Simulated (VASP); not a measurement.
# GaSb (Immm) in VASP: single point with PBEsol

Aim: the single point of GaSb with PBEsol.

Everything below comes from runs of VASP 6.6.1. Logs are shortened: lines on timing, memory, paths and dates and some standing lists are left out, and cuts for length are marked.

## 1. The cell of the first run

The structure is orthorhombic, space group Immm (No. 71). Conventional cell: a = 3.112 Å, b = 5.350 Å, c = 5.787 Å, α = 90.00°, β = 90.00°, γ = 90.00°. Ga (site symmetry mmm) has 6 Sb at 2.89 to 3.09 Å and 2 Ga at 3.11 Å within 3.8 Å. Sb (site symmetry mmm) has 6 Ga at 2.89 to 3.09 Å and 2 Sb at 3.11 Å within 3.8 Å.

## 2. Single point, PBEsol

File INCAR:

```
SYSTEM = GaSb
ALGO     = Normal         ! electronic algorithm
EDIFF    = 1E-6           ! SCF threshold, eV
ENCUT    = 500            ! plane-wave cutoff, eV
GGA      = PS             ! functional
GGA_COMPAT= .FALSE.      
ISIF     = 2              ! what is computed and relaxed
ISMEAR   = -1             ! smearing method
LASPH    = .TRUE.         ! aspherical terms in the spheres
LCHARG   = .TRUE.         ! write CHGCAR
LELF     = .TRUE.         ! ELF
LREAL    = .FALSE.        ! projectors in reciprocal space
LVHAR    = .TRUE.       
LWAVE    = .FALSE.        ! write WAVECAR
NBANDS   = 16             ! bands
NELM     = 120            ! most SCF steps
PREC     = Accurate       ! precision mode
SIGMA    = 0.02           ! smearing width, eV
```

File KPOINTS:

```
k-points
0
G
  6 6 6
  0 0 0
```

File POSCAR:

```
GaSb
1.0
   -1.5559010000      2.6750030000      2.8933130000
    1.5559010000     -2.6750030000      2.8933130000
    1.5559010000      2.6750030000     -2.8933130000
Ga Sb
1 1
Direct
    0.0000000000      0.0000000000      0.0000000000
    0.5000000000      0.5000000000      0.0000000000
```

Potentials or basis: VASP PAW PBE potentials, release 64 (Ga_d, Sb).

Started as:

```
$ cat potpaw_PBE.64/Ga_d/POTCAR potpaw_PBE.64/Sb/POTCAR > POTCAR
$ mpirun -np 1 vasp_std > vasp.out
```

OUTCAR:

```text
SYSTEM = GaSb
   EDIFF = 1E-6
   ENCUT = 500
   GGA = PS
   ISIF = 2
   ISMEAR = -1
   LASPH = .TRUE.
   LREAL = .FALSE.
   NELM = 120
   PREC = Accurate

 ion  position               nearest neighbor table
   1  0.000  0.000  0.000-   2 2.89   2 2.89   2 3.09   2 3.09   2 3.09   2 3.09
   2  0.500  0.500  0.000-   1 2.89   1 2.89   1 3.09   1 3.09   1 3.09   1 3.09

  LATTYP: Found a body centered orthorhombic cell.
 ALAT       =     3.1118020000
 B/A-ratio  =     1.7192629865
 C/A-ratio  =     1.8595739703

  Lattice vectors:

 A1 = (  -1.5559010000,   2.6750030000,   2.8933130000)
 A2 = (   1.5559010000,  -2.6750030000,   2.8933130000)
 A3 = (   1.5559010000,   2.6750030000,  -2.8933130000)

Analysis of symmetry for initial positions (statically):
=====================================================================
 Subroutine PRICEL returns:
 Original cell was already a primitive cell.

 Routine SETGRP: Setting up the symmetry group for a
 body centered orthorhombic supercell.

 Subroutine GETGRP returns: Found  8 space group operations
 (whereof  8 operations were pure point group operations)
 out of a pool of  8 trial point group operations.

The static configuration has the point symmetry D_2h.

Analysis of symmetry for dynamics (positions and initial velocities):
=====================================================================
 Subroutine PRICEL returns:
 Original cell was already a primitive cell.

 Routine SETGRP: Setting up the symmetry group for a
 body centered orthorhombic supercell.

 Subroutine GETGRP returns: Found  8 space group operations
 (whereof  8 operations were pure point group operations)
 out of a pool of  8 trial point group operations.

The dynamic configuration has the point symmetry D_2h.

 Subroutine INISYM returns: Found  8 space group operations
 (whereof  8 operations are pure point group operations),
 and found     1 'primitive' translations

----------------------------------------------------------------------------------------

                                     Primitive cell

  volume of cell :      48.1683

  direct lattice vectors                    reciprocal lattice vectors
    -1.555901000  2.675003000  2.893313000     0.000000000  0.186915678  0.172812274
     1.555901000 -2.675003000  2.893313000     0.321357207  0.000000000  0.172812274
     1.555901000  2.675003000 -2.893313000     0.321357207  0.186915678  0.000000000

  length of vectors
     4.236476022  4.236476022  4.236476022     0.254561491  0.364876057  0.371763265

  position of ions in fractional coordinates (direct lattice)
     0.000000000  0.000000000  0.000000000
     0.500000000  0.500000000  0.000000000

  ion indices of the primitive-cell ions
   primitive index   ion index
                 1           1
                 2           2

----------------------------------------------------------------------------------------

 KPOINTS: k-points

Automatic generation of k-mesh.
 Grid dimensions read from file:
 generate k-points for:    6    6    6

 Generating k-lattice:

  Cartesian coordinates                     Fractional coordinates (reciprocal lattice)
     0.000000000  0.031152613  0.028802046     0.166666667  0.000000000  0.000000000
     0.053559535  0.000000000  0.028802046     0.000000000  0.166666667  0.000000000
     0.053559535  0.031152613  0.000000000     0.000000000  0.000000000  0.166666667

  Length of vectors
     0.042426915  0.060812676  0.061960544

  Shift w.r.t. Gamma in fractional coordinates (k-lattice)
     0.000000000  0.000000000  0.000000000

 Subroutine IBZKPT returns following result:
 ===========================================

 Found     46 irreducible k-points:

 Following reciprocal coordinates:
            Coordinates               Weight
  0.000000  0.000000  0.000000      1.000000
  0.166667  0.000000 -0.000000      4.000000
  0.333333  0.000000 -0.000000      4.000000
  0.500000  0.000000 -0.000000      2.000000
  0.000000  0.166667  0.000000      4.000000
  0.166667  0.166667 -0.000000      8.000000
[... 16 lines left out ...]
 -0.166667  0.166667  0.166667      2.000000
  0.166667  0.333333  0.166667      4.000000
 [... further k-points ...]
   k-points           NKPTS =     46   k-points in BZ     NKDIM =     46   number of bands    NBANDS=     16
   number of dos      NEDOS =    301   number of ions     NIONS =      2
   total plane-waves  NPLWV =  32768
   dimension x,y,z NGX =    32 NGY =   32 NGZ =   32
   dimension x,y,z NGXF=    64 NGYF=   64 NGZF=   64
   ions per type =               1   1
   NGX,Y,Z   is equivalent  to a cutoff of  12.56, 12.56, 12.56 a.u.
   NGXF,Y,Z  is equivalent  to a cutoff of  25.11, 25.11, 25.11 a.u.
 SYSTEM =  GaSb
   PREC   = accura    normal or accurate (medium, high low for compatibility)
   ISTART =      0    job   : 0-new  1-cont  2-samecut
   ICHARG =      2    charge: 1-file 2-atom 10-const
   ISPIN  =      1    spin polarized calculation?
   LNONCOLLINEAR =      F non collinear calculations
   LSORBIT =      F    spin-orbit coupling
   LASPH  =      T    aspherical Exc in radial PAW
   ENCUT  =  500.0 eV  36.75 Ry    6.06 a.u.   7.72  7.72  7.72*2*pi/ulx,y,z
   NELM   =    120;   NELMIN=  2; NELMDL= -5     # of ELM steps
   EDIFF  = 0.1E-05   stopping-criterion for ELM
   LREAL  =      F    real-space projection
[... 7 lines left out ...]
   TEBEG  =    0.0;   TEEND  =   0.0 temperature during run
   PSTRESS=    0.0 pullay stress
   NELECT =      18.0000    total number of electrons
   NUPDOWN=      -1.0000    fix difference up-down
   EMIN   =  10.00;   EMAX   =-10.00  energy-range for DOS
   EFERMI =   0.00;   METHOD = LEGACY
   ISMEAR =    -1;   SIGMA  =   0.02  broadening in eV -4-tet -1-fermi 0-gaus
   EFERMI_NEDOS =   21; number of points for ismear=-14 and -15
   IALGO  =     38    algorithm
   IMIX   =      4    mixing-type and parameters
     AMIX     =   0.40;   BMIX     =  1.00
     AMIX_MAG =   1.60;   BMIX_MAG =  1.00
  volume/ion in A,a.u.               =      24.08       162.53
  Fermi-wavevector in a.u.,A,eV,Ry     =   1.179176  2.228319 18.918287  1.390455
  Thomas-Fermi vector in A             =   2.315491
   LORBIT       =      0    0 simple, 1 ext, 2 COOP (PROOUT), +10 PAW based schemes
   GGA     = PS    functional components
   LHFCALC =     F    Hartree Fock is set to
   AEXX    =    0.0000 exact exchange contribution
   IVDW    =     0    specifies the selected vdW correction
   LEPSILON=     F    determine dielectric tensor
   LRPA    =     F    only Hartree local field effects (RPA)
 non-spin polarized calculation
  energy-cutoff  :      500.00
  volume of cell :       48.17
 maximum number of plane-waves:      1242
   NGX = 15   NGY = 15   NGZ = 15

 number of electron      17.9999989 magnetization

 Free energy of the ion-electron system (eV)
  ---------------------------------------------------
  ext. energy  EPLUGINS =         0.00000000
  ---------------------------------------------------
  free energy    TOTEN  =        -7.86576949 eV

  energy without entropy =       -7.86411376  energy(sigma->0) =       -7.86494163

 E-fermi :   6.6489     XC(G=0): -10.3744

 val. band max:        6.6350569427   @ k =   0.5000   0.3333  -0.0000
 cond. band min:       6.6721418208   @ k =   0.5000   0.5000   0.3333
 fundamental gap:      0.0370848780
 Fermi energy:         6.6488913323

 k-point     1 :       0.0000    0.0000    0.0000
  band No.  band energies     occupation
      1      -8.4083      2.00000
      2      -8.3176      2.00000
      3      -8.3153      2.00000
      4      -8.2963      2.00000
      5      -8.2627      2.00000
      6      -5.5577      2.00000
[... 8 lines left out ...]
     15      15.5465      0.00000
     16      16.7454      0.00000

 k-point     2 :       0.1667    0.0000   -0.0000
  band No.  band energies     occupation
      1      -8.4069      2.00000
      2      -8.3225      2.00000
      3      -8.3122      2.00000
      4      -8.2962      2.00000
      5      -8.2621      2.00000
      6      -5.3256      2.00000
[... 8 lines left out ...]
     15      16.0098      0.00000
     16      17.2191      0.00000

 k-point     3 :       0.3333    0.0000   -0.0000
  band No.  band energies     occupation
      1      -8.4044      2.00000
      2      -8.3323      2.00000
      3      -8.3062      2.00000
      4      -8.2961      2.00000
      5      -8.2609      2.00000
      6      -4.6934      2.00000
[... 8 lines left out ...]
     15      15.5005      0.00000
     16      16.4170      0.00000

 k-point     4 :       0.5000    0.0000   -0.0000
  band No.  band energies     occupation
      1      -8.4034      2.00000
      2      -8.3372      2.00000
      3      -8.3033      2.00000
      4      -8.2961      2.00000
      5      -8.2603      2.00000
      6      -4.1701      2.00000
[... 8 lines left out ...]
     15      16.1017      0.00000
     16      18.1700      0.00000
[... 324 lines left out ...]
 k-point    22 :       0.3333    0.1667    0.1667
  band No.  band energies     occupation
      1      -8.3598      2.00000
      2      -8.3268      2.00000
      3      -8.3110      2.00000
      4      -8.2964      2.00000
      5      -8.2848      2.00000
      6      -2.5280      2.00000
[... 8 lines left out ...]
     15      15.3436      0.00000
     16      16.4193      0.00000

 k-point    23 :      -0.1667    0.1667    0.1667
  band No.  band energies     occupation
      1      -8.3538      2.00000
      2      -8.3213      2.00000
      3      -8.3103      2.00000
      4      -8.3011      2.00000
      5      -8.2911      2.00000
      6      -3.8510      2.00000
[... 8 lines left out ...]
     15      14.2060      0.00000
     16      17.2709      0.00000

 k-point    24 :       0.1667    0.3333    0.1667
  band No.  band energies     occupation
      1      -8.3783      2.00000
      2      -8.3283      2.00000
      3      -8.3237      2.00000
      4      -8.2922      2.00000
      5      -8.2478      2.00000
      6      -1.4466      2.00000
[... 8 lines left out ...]
     15      13.8271      0.00000
     16      16.2452      0.00000

 [... further k-points ...]

------------------------ aborting loop because EDIFF is reached ----------------------------------------

  FORCE on cell =-STRESS in cart. coord.  units (eV):
  Direction    XX          YY          ZZ          XY          YZ          ZX
  --------------------------------------------------------------------------------------
  -------------------------------------------------------------------------------------
  Total       -1.3766878     -1.1273857     -0.2370414      0.0000000      0.0000000      0.0000000
  in kB      -45.7914523    -37.4991527     -7.8844800      0.0000000      0.0000000      0.0000000
  external PRESSURE =     -30.3916950 kB  Pullay stress =       0.0000000 kB

 VOLUME and BASIS-vectors are now :
 -----------------------------------------------------------------------------
  energy-cutoff  :      500.00
  volume of cell :       48.17
      direct lattice vectors                 reciprocal lattice vectors
    -1.555901000  2.675003000  2.893313000     0.000000000  0.186915678  0.172812274
     1.555901000 -2.675003000  2.893313000     0.321357207  0.000000000  0.172812274
     1.555901000  2.675003000 -2.893313000     0.321357207  0.186915678  0.000000000

 POSITION                                       TOTAL-FORCE (eV/Angst)
 -----------------------------------------------------------------------------------
      0.00000      0.00000      0.00000        -0.000000     -0.000000      0.000000
      0.00000      0.00000      2.89331         0.000000      0.000000     -0.000000
 -----------------------------------------------------------------------------------
    total drift:                               -0.000000      0.000000      0.000000

  FREE ENERGIE OF THE ION-ELECTRON SYSTEM (eV)
  ---------------------------------------------------
  free  energy   TOTEN  =        -7.8657694933 eV

  energy  without entropy=       -7.8641137592  energy(sigma->0) =       -7.86494163
```

Wall time 29 s (1 thread of Intel Xeon Platinum 8375C at 2.90GHz (Ice Lake), shared host); peak memory 0.19 GiB.

Results:

```
Free energy            : -7.8658 eV
Pressure               : -3.0 GPa
Band gap on the k mesh : zero (bands 9 and 10 overlap by 4.40 eV)
```

Stress tensor (GPa, compression positive):
```
-4.58  0.00  0.00
 0.00 -3.75  0.00
 0.00  0.00 -0.79
```

Levels at points of the mesh, in eV from the Fermi level:
```tsv
k point	band 6	band 7	band 8	band 9	band 10	band 11	band 12	band 13
(0.00, 0.00, 0.00)	-12.21	-3.46	-2.39	-1.95	3.10	5.09	5.89	7.30
(0.50, 0.00, 0.00)	-10.82	-8.26	-0.45	1.23	1.80	2.32	4.54	6.81
(0.00, 0.50, 0.00)	-8.30	-6.26	-2.27	-0.70	-0.51	0.85	2.62	3.46
(0.50, 0.50, 0.00)	-8.26	-5.30	-3.23	-2.30	-1.95	3.03	3.60	6.23
(0.50, 0.50, 0.50)	-9.79	-6.15	-5.34	-5.04	3.03	6.85	9.34	10.02
```

Caveat: the k points lie up to 0.38 Å⁻¹ apart, too coarse for converged energies and pressures of a metal; the PAW data sets were made with another functional, which shifts forces and pressure a little; spin-orbit coupling is left out, which moves the levels of the heavy elements.
